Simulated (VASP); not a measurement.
Input of a VASP 6.6.1 run:

Contents of INCAR:

```
SYSTEM = CdS
  PREC = Accurate
  ENCUT = 520
  EDIFF = 1E-6
  ISMEAR = 0
  SIGMA = 0.05
  LREAL = .FALSE.
  LASPH = .TRUE.
  NELM = 60
  ALGO = Normal
  ISIF = 2
  LWAVE = .FALSE.
  LCHARG = .TRUE.
  GGA = PE
  LELF = .TRUE.
  LVHAR = .TRUE.
  NBANDS = 46
```

KPOINTS

```
Automatic mesh
0
G
  7 7 2
  0 0 0
```

POSCAR

```
CdS
1.0
   -2.0985806452     -3.6348483013      0.0000000000
    2.0985806452     -3.6348483013      0.0000000000
    0.6995268817     -4.2406563515     13.6554617430
Cd S
4 4
Direct
    0.2892382275     -0.0127045239      0.9058282541
    0.4975715608      0.3622954761      0.4058282541
    0.2684048941      0.2164621428      0.1558282541
    0.0600715608     -0.1585378572      0.6558282541
    0.6274284392      0.5960378572      0.0941717459
    0.4190951059      0.2210378572      0.5941717459
    0.1899284392      0.0752045239      0.3441717459
   -0.0184048941     -0.2997954761      0.8441717459
```

Potentials or basis: VASP PAW PBE potentials, release 64 (Cd, S).

The run is started by

```bash
$ cat potpaw_PBE.64/Cd/POTCAR potpaw_PBE.64/S/POTCAR > POTCAR
$ mpirun -np 1 vasp_std > vasp.out
```

Q: Predict the band gap on the k mesh.

A: 0.71 eV.

Q: Predict the pressure.

A: -0.2 GPa.

Forces in eV/Å, atoms in the order of the input:
```
Cd  -0.224 -0.085  0.291
Cd   0.000 -0.001 -0.136
Cd  -0.112 -0.098  0.075
Cd  -0.026 -0.018 -0.137
S    0.545  0.326 -0.396
S   -0.007 -0.006  0.116
S    0.027  0.018  0.142
S   -0.203 -0.135  0.045
```

Caveat: the cell differs from its parent crystal (the part above a cut slid along it); semilocal functionals underestimate gaps, and a narrow one can read as zero.
